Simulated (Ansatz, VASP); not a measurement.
WSe2 in VASP and in Ansatz

```
CELL_PARAMETERS angstrom
3.28548 0.00000 0.00000
-1.64274 2.84531 0.00000
0.00000 0.00000 24.23866
ATOMIC_POSITIONS crystal
Se 0.33333 0.66667 0.18565
Se 0.33333 0.66667 0.32466
Se 0.33333 0.66667 0.47153
Se 0.33333 0.66667 0.61054
W 0.66667 0.33333 0.25516
W 0.00000 0.00000 0.54104
```

Alike in both runs: task single point; functional PBE; dispersion D3(BJ); k mesh 9 × 9 × 1; occupations gaussian, width 0.05 eV; no spin polarisation.

|  | VASP | Ansatz |
| --- | --- | --- |
| version | VASP 6.6.1 | Ansatz 0.2.0 |
| potentials or method | VASP PAW PBE potentials, release 64 (Se, W_sv), cutoff 520 eV | scalar-relativistic, plane waves, PAW |
| valence electrons in the cell | 52 | 92 |

```tsv
	VASP	Ansatz	Ansatz less VASP
gap on the k mesh at the Fermi level (eV)	1.56	1.56	-0.001
least direct gap on the mesh (eV)	1.67	1.68	+0.004
rms of the force components (eV/Å)	0.013	0.015	+0.0019
```

VASP's potentials hold 52 valence electrons a cell and Ansatz's 92, so a difference there can come from the potentials and not from the codes.

Neither program's run includes spin-orbit coupling.
